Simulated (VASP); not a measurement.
# MgO (pbe) (Fm-3m) in VASP: elastic constants with PBE

Aim: the elastic constants of MgO (pbe) with PBE.

Everything below comes from runs of VASP 6.6.1. Logs are shortened: lines on timing, memory, paths and dates and some standing lists are left out, and cuts for length are marked.

### 1 The cell of the first run

Symmetry: Fm-3m, No. 225, cubic system. The conventional cell has a = 4.254 Å, b = 4.254 Å, c = 4.254 Å, α = 90.00°, β = 90.00°, γ = 90.00°. Mg (site symmetry m-3m) has 6 O at 2.13 Å within 2.8 Å. O (site symmetry m-3m) has 6 Mg at 2.13 Å within 2.8 Å.

### 2 Elastic constants, PBE

File INCAR:

```
SYSTEM = MgO
ALGO = Normal
EDIFF = 1E-8
ENCUT = 600
GGA = PE
IBRION = 6
ISIF = 3
ISMEAR = 0
LASPH = .TRUE.
LCHARG = .FALSE.
LREAL = .FALSE.
LWAVE = .FALSE.
NELM = 100
NFREE = 2
NSW = 1
POTIM = 0.015
PREC = Accurate
SIGMA = 0.01
```

File KPOINTS:

```
k-points
0
G
  10 10 10
  0 0 0
```

File POSCAR:

```
MgO
1.0
    0.0000000000      2.1272357887      2.1272357887
    2.1272357887      0.0000000000      2.1272357887
    2.1272357887      2.1272357887      0.0000000000
Mg O
1 1
Direct
    0.0000000000      0.0000000000      0.0000000000
    0.5000000000      0.5000000000      0.5000000000
```

Potentials or basis: VASP PAW PBE potentials, release 64 (Mg, O).

Run with:

```console
> cat potpaw_PBE.64/Mg/POTCAR potpaw_PBE.64/O/POTCAR > POTCAR
> mpirun -np 1 vasp_std > vasp.out
```

OUTCAR:

```text
SYSTEM = MgO
   EDIFF = 1E-8
   ENCUT = 600
   GGA = PE
   IBRION = 6
   ISIF = 3
   ISMEAR = 0
   LASPH = .TRUE.
   LREAL = .FALSE.
   NELM = 100
   NFREE = 2
   NSW = 1
   POTIM = 0.015
   PREC = Accurate

 ion  position               nearest neighbor table
   1  0.000  0.000  0.000-   2 2.13   2 2.13   2 2.13   2 2.13   2 2.13   2 2.13
   2  0.500  0.500  0.500-   1 2.13   1 2.13   1 2.13   1 2.13   1 2.13   1 2.13

  LATTYP: Found a face centered cubic cell.
 ALAT       =     4.2544715774

  Lattice vectors:

 A1 = (   0.0000000000,   2.1272357887,   2.1272357887)
 A2 = (   2.1272357887,   0.0000000000,   2.1272357887)
 A3 = (   2.1272357887,   2.1272357887,   0.0000000000)

Analysis of symmetry for initial positions (statically):
=====================================================================
 Subroutine PRICEL returns:
 Original cell was already a primitive cell.

 Routine SETGRP: Setting up the symmetry group for a
 face centered cubic supercell.

 Subroutine GETGRP returns: Found 48 space group operations
 (whereof 48 operations were pure point group operations)
 out of a pool of 48 trial point group operations.

The static configuration has the point symmetry O_h .

Analysis of symmetry for dynamics (positions and initial velocities):
=====================================================================
 Subroutine PRICEL returns:
 Original cell was already a primitive cell.

 Routine SETGRP: Setting up the symmetry group for a
 face centered cubic supercell.

 Subroutine GETGRP returns: Found 48 space group operations
 (whereof 48 operations were pure point group operations)
 out of a pool of 48 trial point group operations.

The dynamic configuration has the point symmetry O_h .

 Subroutine INISYM returns: Found 48 space group operations
 (whereof 48 operations are pure point group operations),
 and found     1 'primitive' translations

----------------------------------------------------------------------------------------

                                     Primitive cell

  volume of cell :      19.2520

  direct lattice vectors                    reciprocal lattice vectors
     0.000000000  2.127235789  2.127235789    -0.235046816  0.235046816  0.235046816
     2.127235789  0.000000000  2.127235789     0.235046816 -0.235046816  0.235046816
     2.127235789  2.127235789  0.000000000     0.235046816  0.235046816 -0.235046816

  length of vectors
     3.008365703  3.008365703  3.008365703     0.407113028  0.407113028  0.407113028

  position of ions in fractional coordinates (direct lattice)
     0.000000000  0.000000000  0.000000000
     0.500000000  0.500000000  0.500000000

  ion indices of the primitive-cell ions
   primitive index   ion index
                 1           1
                 2           2

----------------------------------------------------------------------------------------

 KPOINTS: k-points

Automatic generation of k-mesh.
 Grid dimensions read from file:
 generate k-points for:   10   10   10

 Generating k-lattice:

  Cartesian coordinates                     Fractional coordinates (reciprocal lattice)
[... 106 lines left out ...]
  ---------------------------------------------------
  free energy    TOTEN  =       -11.91482946 eV

  energy without entropy =      -11.91482946  energy(sigma->0) =      -11.91482946

------------------------ aborting loop because EDIFF is reached ----------------------------------------

  FORCE on cell =-STRESS in cart. coord.  units (eV):
  Direction    XX          YY          ZZ          XY          YZ          ZX
  --------------------------------------------------------------------------------------
  -------------------------------------------------------------------------------------
  Total       -0.1251914     -0.1251914     -0.1251914      0.0000000      0.0000000      0.0000000
  in kB      -10.4185722    -10.4185722    -10.4185722      0.0000000      0.0000000      0.0000000
  external PRESSURE =     -10.4185722 kB  Pullay stress =       0.0000000 kB
[... 89 lines left out ...]
  FREE ENERGIE OF THE ION-ELECTRON SYSTEM (eV)
  ---------------------------------------------------
  free  energy   TOTEN  =       -11.9128898140 eV

  energy  without entropy=      -11.9128898140  energy(sigma->0) =      -11.91288981

[... ionic steps 4 to 14 ...]

--------------------------------------- Ionic step       15  -------------------------------------------

 number of electron       8.0000004 magnetization

------------------------ aborting loop because EDIFF is reached ----------------------------------------
[... 67 lines left out ...]
--------------------------------------- Ionic step       17  -------------------------------------------

 number of electron       8.0000002 magnetization

 Free energy of the ion-electron system (eV)
  ---------------------------------------------------
  ext. energy  EPLUGINS =         0.00000000
  ---------------------------------------------------
  free energy    TOTEN  =       -11.91428979 eV

  energy without entropy =      -11.91428979  energy(sigma->0) =      -11.91428979

 E-fermi :   3.0458     XC(G=0): -10.9367

 val. band max:        2.9625834403   @ k =   0.0000   0.0000   0.0000
 cond. band min:       7.4034623013   @ k =   0.0000   0.0000   0.0000
 fundamental gap:      4.4408788610
 Fermi energy:         3.0457834623

 k-point     1 :       0.0000    0.0000    0.0000
  band No.  band energies     occupation
      1     -14.1485      2.00000
      2       2.9623      2.00000
      3       2.9626      2.00000
      4       2.9626      2.00000
      5       7.4035      0.00000
      6      18.5949      0.00000
      7      18.5954      0.00000
      8      18.5954      0.00000
[... 243 lines left out ...]
 k-point    24 :       0.4000    0.3000    0.0000
  band No.  band energies     occupation
      1     -12.9787      2.00000
      2      -0.5148      2.00000
      3       1.7030      2.00000
      4       1.9144      2.00000
      5      12.2421      0.00000
      6      13.0474      0.00000
      7      16.2473      0.00000
      8      20.7497      0.00000

 [... further k-points ...]

------------------------ aborting loop because EDIFF is reached ----------------------------------------

  FORCE on cell =-STRESS in cart. coord.  units (eV):
  Direction    XX          YY          ZZ          XY          YZ          ZX
  --------------------------------------------------------------------------------------
  -------------------------------------------------------------------------------------
  Total       -0.1167129     -0.1254589     -0.1254589      0.0000000      0.0000000      0.0000000
  in kB       -9.7129773    -10.4408322    -10.4408322      0.0000000      0.0000000      0.0000000
  external PRESSURE =     -10.1982139 kB  Pullay stress =       0.0000000 kB
[... 17 lines left out ...]
  FREE ENERGIE OF THE ION-ELECTRON SYSTEM (eV)
  ---------------------------------------------------
  free  energy   TOTEN  =       -11.9142897898 eV

  energy  without entropy=      -11.9142897898  energy(sigma->0) =      -11.91428979

 INTERNAL STRAIN TENSORS FROM STRAINED CELLS
 ============================================

 INTERNAL STRAIN TENSOR FOR ION    1 for displacements in x,y,z  (eV/Angst):
          X           Y           Z          XY          YZ          ZX
  --------------------------------------------------------------------------------
  x     0.00000    -0.00000    -0.00000    -0.00000     0.00000     0.00000
  y     0.00000     0.00000    -0.00000     0.00000     0.00000     0.00000
  z     0.00000     0.00000    -0.00000    -0.00000    -0.00000    -0.00000

 INTERNAL STRAIN TENSORS FROM DISPLACED ATOMS
 ============================================

 INTERNAL STRAIN TENSOR FOR ION    1 for displacements in x,y,z  (eV/Angst):
          X           Y           Z          XY          YZ          ZX
  --------------------------------------------------------------------------------
  x     0.00000     0.00000     0.00000     0.00000     0.00000     0.00000
  y     0.00000     0.00000     0.00000     0.00000     0.00000     0.00000
  z     0.00000     0.00000     0.00000     0.00000     0.00000     0.00000

 INTERNAL STRAIN TENSOR FOR ION    2 for displacements in x,y,z  (eV/Angst):
          X           Y           Z          XY          YZ          ZX
  --------------------------------------------------------------------------------
  x     0.00000     0.00000     0.00000     0.00000     0.00000     0.00000
  y     0.00000     0.00000     0.00000     0.00000     0.00000     0.00000
  z     0.00000     0.00000     0.00000     0.00000     0.00000     0.00000

 Eigenvectors and eigenvalues of the dynamical matrix
 ----------------------------------------------------

   1 f  =   11.007251 THz    69.160599 2PiTHz  367.162379 cm-1    45.522313 meV
             X         Y         Z           dx          dy          dz
      0.000000  0.000000  0.000000     0.630015    0.000000   -0.000000
      2.127236  2.127236  2.127236    -0.776583    0.000000   -0.000000
[... 21 lines left out ...]
   6 f/i=    0.000608 THz     0.003819 2PiTHz    0.020274 cm-1     0.002514 meV
             X         Y         Z           dx          dy          dz
      0.000000  0.000000  0.000000    -0.465476   -0.491021    0.381198
      2.127236  2.127236  2.127236    -0.377625   -0.398349    0.309253

--------------------------------------------------------------------------------------------------------

 ELASTIC MODULI CONTR FROM IONIC RELAXATION (kBar)
 Direction    XX          YY          ZZ          XY          YZ          ZX
 --------------------------------------------------------------------------------
 XX           0.0000      0.0000      0.0000      0.0000      0.0000      0.0000
 YY           0.0000      0.0000      0.0000      0.0000      0.0000      0.0000
 ZZ           0.0000      0.0000      0.0000      0.0000      0.0000      0.0000
 XY           0.0000      0.0000      0.0000      0.0000      0.0000      0.0000
 YZ           0.0000      0.0000      0.0000      0.0000      0.0000      0.0000
 ZX           0.0000      0.0000      0.0000      0.0000      0.0000      0.0000
 --------------------------------------------------------------------------------

 TOTAL ELASTIC MODULI (kBar)
 Direction    XX          YY          ZZ          XY          YZ          ZX
 --------------------------------------------------------------------------------
 XX        2668.7248    895.4361    895.4361      0.0000      0.0000      0.0000
 YY         895.4361   2668.7248    895.4361      0.0000     -0.0000     -0.0000
 ZZ         895.4361    895.4361   2668.7248      0.0000     -0.0000      0.0000
 XY           0.0000      0.0000      0.0000   1421.0309     -0.0000      0.0000
 YZ           0.0000     -0.0000     -0.0000     -0.0000   1421.0309      0.0000
 ZX           0.0000     -0.0000      0.0000      0.0000      0.0000   1421.0309
 --------------------------------------------------------------------------------
```

It took 3.3 min on 1 thread of Intel Xeon Platinum 8259CL at 2.50GHz (Skylake/Cascade Lake), shared host; peak memory 0.24 GiB.

Results:

| Quantity | Value |
| --- | --- |
| Elastic constants C11, C12, C44 | 267, 90, 142 GPa |
| Voigt bulk modulus | 149 GPa |
| Highest phonon frequency at Γ, LO-TO splitting left out | 367 cm⁻¹ |

Phonon frequencies in cm⁻¹ (negative: imaginary):
```csv
q point,frequencies
"(0.000, 0.000, 0.000)",0 0 0 367 367 367
```

Elastic tensor in Voigt notation (GPa, in the Cartesian axes of the cell as first typed):
```
267  90  90   0   0   0
 90 267  90   0   0   0
 90  90 267   0   0   0
  0   0   0 142   0   0
  0   0   0   0 142   0
  0   0   0   0   0 142
```

Clamped-ion elastic tensor (GPa):
```
267  90  90   0   0   0
 90 267  90   0   0   0
 90  90 267   0   0   0
  0   0   0 142   0   0
  0   0   0   0 142   0
  0   0   0   0   0 142
```

Caveat: the cell is under stress, which shifts elastic constants.
